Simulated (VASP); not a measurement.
# Co (Fm-3m) in VASP: a series of runs, part 2 of 2

VASP 6.6.1. The steps go on from the part before.

### Step 3. Electric field gradients, PBE, collinear spin, ferromagnetic start (11.38 Å³/atom)

INCAR reads:

```
SYSTEM = Co
  PREC = Accurate
  ENCUT = 520
  EDIFF = 1E-8
  ISMEAR = -1
  SIGMA = 0.05
  LREAL = .FALSE.
  LASPH = .TRUE.
  NELM = 150
  ALGO = Normal
  ISIF = 2
  LWAVE = .FALSE.
  LCHARG = .FALSE.
  ISPIN = 2
  MAGMOM = 2
  LORBIT = 11
  LMAXMIX = 4
  GGA = PE
  LEFG = .TRUE.
  NBANDS = 14
```

KPOINTS reads:

```
regular mesh
0
G
  18 18 18
  0 0 0
```

POSCAR reads:

```
Co
1.0
    0.0000000000      1.7854600139      1.7854600139
    1.7854600139      0.0000000000      1.7854600139
    1.7854600139      1.7854600139      0.0000000000
Co
1
Direct
    0.0000000000      0.0000000000      0.0000000000
```

Potentials or basis: VASP PAW PBE potentials, release 64 (Co).

The run is started by

```
$ cat potpaw_PBE.64/Co/POTCAR > POTCAR
$ mpirun -np 1 vasp_std > vasp.out
```

OUTCAR:

```text
SYSTEM = Co
   PREC = Accurate
   ENCUT = 520
   EDIFF = 1E-8
   ISMEAR = -1
   LREAL = .FALSE.
   LASPH = .TRUE.
   NELM = 150
   ISIF = 2
   ISPIN = 2
   LORBIT = 11
   GGA = PE

 ion  position               nearest neighbor table
   1  0.000  0.000  0.000-

  LATTYP: Found a face centered cubic cell.
 ALAT       =     3.5709200278

  Lattice vectors:

 A1 = (   0.0000000000,   1.7854600139,   1.7854600139)
 A2 = (   1.7854600139,   0.0000000000,   1.7854600139)
 A3 = (   1.7854600139,   1.7854600139,   0.0000000000)

Analysis of symmetry for initial positions (statically):
=====================================================================
 Subroutine PRICEL returns:
 Original cell was already a primitive cell.

 Routine SETGRP: Setting up the symmetry group for a
 face centered cubic supercell.

 Subroutine GETGRP returns: Found 48 space group operations
 (whereof 48 operations were pure point group operations)
 out of a pool of 48 trial point group operations.

The static configuration has the point symmetry O_h .

Analysis of symmetry for dynamics (positions and initial velocities):
=====================================================================
 Subroutine PRICEL returns:
 Original cell was already a primitive cell.

 Routine SETGRP: Setting up the symmetry group for a
 face centered cubic supercell.

 Subroutine GETGRP returns: Found 48 space group operations
 (whereof 48 operations were pure point group operations)
 out of a pool of 48 trial point group operations.

The dynamic configuration has the point symmetry O_h .

Analysis of structural, dynamic, and magnetic symmetry:
=====================================================================
[... 972 lines left out ...]
      4       8.9404      1.00000
      5       9.8683      0.03782
      6      10.2275      0.00003
      7      24.7274      0.00000
      8      31.0674      0.00000
      9      34.2981      0.00000
     10      36.6883      0.00000
     11      38.8155      0.00000
     12      38.8357      0.00000
     13      43.0929      0.00000
     14      44.6348      0.00000

 [... further k-points ...]
[... 5 lines left out ...]
  --------------------------------------------------------------------------------------
  -------------------------------------------------------------------------------------
  Total       -0.6183225     -0.6183225     -0.6183225      0.0000000      0.0000000     -0.0000000
  in kB      -87.0252470    -87.0252470    -87.0252470      0.0000000      0.0000000     -0.0000000
  external PRESSURE =     -87.0252470 kB  Pullay stress =       0.0000000 kB

 VOLUME and BASIS-vectors are now :
 -----------------------------------------------------------------------------
  energy-cutoff  :      520.00
  volume of cell :       11.38
      direct lattice vectors                 reciprocal lattice vectors
     0.000000000  1.785460014  1.785460014    -0.280039875  0.280039875  0.280039875
     1.785460014  0.000000000  1.785460014     0.280039875 -0.280039875  0.280039875
     1.785460014  1.785460014  0.000000000     0.280039875  0.280039875 -0.280039875

 POSITION                                       TOTAL-FORCE (eV/Angst)
 -----------------------------------------------------------------------------------
      0.00000      0.00000      0.00000         0.000000      0.000000      0.000000
 -----------------------------------------------------------------------------------
    total drift:                                0.000000      0.000000      0.000000

  FREE ENERGIE OF THE ION-ELECTRON SYSTEM (eV)
  ---------------------------------------------------
  free  energy   TOTEN  =        -7.0094991311 eV

  energy  without entropy=       -6.9988464809  energy(sigma->0) =       -7.00417281

 Electric field gradients (V/A^2)
---------------------------------------------------------------------
 ion       V_xx      V_yy      V_zz      V_xy      V_xz      V_yz
---------------------------------------------------------------------
   1       0.000     0.000     0.000     0.001     0.001     0.001
---------------------------------------------------------------------

 Electric field gradients after diagonalization (V/A^2)
 (convention: |V_zz| > |V_xx| > |V_yy|)
----------------------------------------------------------------------
 ion       V_xx      V_yy      V_zz     asymmetry (V_yy - V_xx)/ V_zz
----------------------------------------------------------------------
   1      -0.001    -0.001     0.002       0.000
----------------------------------------------------------------------

           NMR quadrupolar parameters

 Cq : quadrupolar parameter    Cq=e*Q*V_zz/h
 eta: asymmetry parameters     (V_yy - V_xx)/ V_zz
 Q  : nuclear electric quadrupole moment in mb (millibarn)
----------------------------------------------------------------------
 ion       Cq(MHz)       eta       Q (mb)
----------------------------------------------------------------------
   1       0.000       0.000       1.000
----------------------------------------------------------------------

 total charge

# of ion       s       p       d       tot
------------------------------------------
    1        0.471   0.483   7.228   8.182

 magnetization (x)

# of ion       s       p       d       tot
------------------------------------------
    1       -0.012  -0.048   1.749   1.688
```

OSZICAR:

```text
N       E                     dE             d eps       ncg     rms          rms(c)
DAV:   1     0.277312409291E+02    0.27731E+02   -0.37820E+03 11344   0.755E+02
DAV:   2    -0.682408125796E+01   -0.34555E+02   -0.32103E+02 12054   0.145E+02
DAV:   3    -0.804076635312E+01   -0.12167E+01   -0.12064E+01 13728   0.285E+01
DAV:   4    -0.804973916226E+01   -0.89728E-02   -0.89701E-02 13356   0.228E+00
DAV:   5    -0.804989328805E+01   -0.15413E-03   -0.15412E-03 14528   0.273E-01    0.100E+01
DAV:   6    -0.725028649490E+01    0.79961E+00   -0.13606E+01 15136   0.405E+01    0.500E+00
DAV:   7    -0.702538978250E+01    0.22490E+00   -0.17441E+00 13536   0.132E+01    0.249E+00
DAV:   8    -0.701648923593E+01    0.89005E-02   -0.13732E-02 14258   0.784E-01    0.122E+00
DAV:   9    -0.700969489828E+01    0.67943E-02   -0.82622E-03 16270   0.629E-01    0.299E-01
DAV:  10    -0.700947968024E+01    0.21522E-03   -0.69512E-04 16330   0.171E-01    0.577E-02
DAV:  11    -0.700949729217E+01   -0.17612E-04   -0.13158E-04 15794   0.109E-01    0.504E-02
DAV:  12    -0.700949856471E+01   -0.12725E-05   -0.25649E-06 13246   0.187E-02    0.287E-02
DAV:  13    -0.700949890499E+01   -0.34028E-06   -0.23069E-06 15920   0.106E-02    0.342E-03
DAV:  14    -0.700949915768E+01   -0.25269E-06   -0.18402E-07 14620   0.320E-03    0.620E-04
DAV:  15    -0.700949913304E+01    0.24641E-07   -0.58420E-09 10022   0.796E-04    0.269E-04
DAV:  16    -0.700949913112E+01    0.19163E-08   -0.83115E-10  7152   0.235E-04
   1 F= -.70094991E+01 E0= -.70041728E+01  d E =-.106527E-01  mag=     1.6619
```

Run time: 98 s. Hardware: 1 thread of Intel Xeon 8259CL, shared host; peak memory 0.17 GiB.

Results:

* Free energy: -7.0095 eV
* Pressure: -8.7 GPa
* Net moment: 1.66 μB per cell
* Site moments: Co +1.69 μB
* Largest electric field gradient by atom: zero within the noise of the run
* Valence electrons inside the program's atomic spheres: Co 8.18

Levels at points of the mesh, in eV from the Fermi level:
Spin up:
| k point | band 1 | band 2 | band 3 | band 4 | band 5 | band 6 | band 7 | band 8 | band 9 | band 10 |
| --- | --- | --- | --- | --- | --- | --- | --- | --- | --- | --- |
| (0.00, 0.00, 0.00) | -8.75 | -2.67 | -2.67 | -2.67 | -1.73 | -1.73 | 22.62 | 26.60 | 26.60 | 26.60 |
| (0.50, 0.00, 0.00) | -5.01 | -2.80 | -2.80 | -0.88 | -0.88 | -0.27 | 5.69 | 21.20 | 24.01 | 24.01 |
| (0.50, 0.50, 0.00) | -5.07 | -4.47 | -1.00 | -0.63 | -0.63 | 2.42 | 9.07 | 14.39 | 14.39 | 19.27 |
Spin down:
| k point | band 1 | band 2 | band 3 | band 4 | band 5 | band 6 | band 7 | band 8 | band 9 |
| --- | --- | --- | --- | --- | --- | --- | --- | --- | --- |
| (0.00, 0.00, 0.00) | -8.75 | -1.08 | -1.08 | -1.08 | 0.30 | 0.30 | 22.28 | 26.76 | 26.76 |
| (0.50, 0.00, 0.00) | -4.09 | -1.07 | -1.07 | -0.33 | 1.05 | 1.05 | 6.70 | 20.88 | 24.32 |
| (0.50, 0.50, 0.00) | -3.85 | -3.18 | 1.11 | 1.21 | 1.21 | 2.41 | 9.97 | 14.54 | 14.54 |

Caveat: the cell stands under tension.
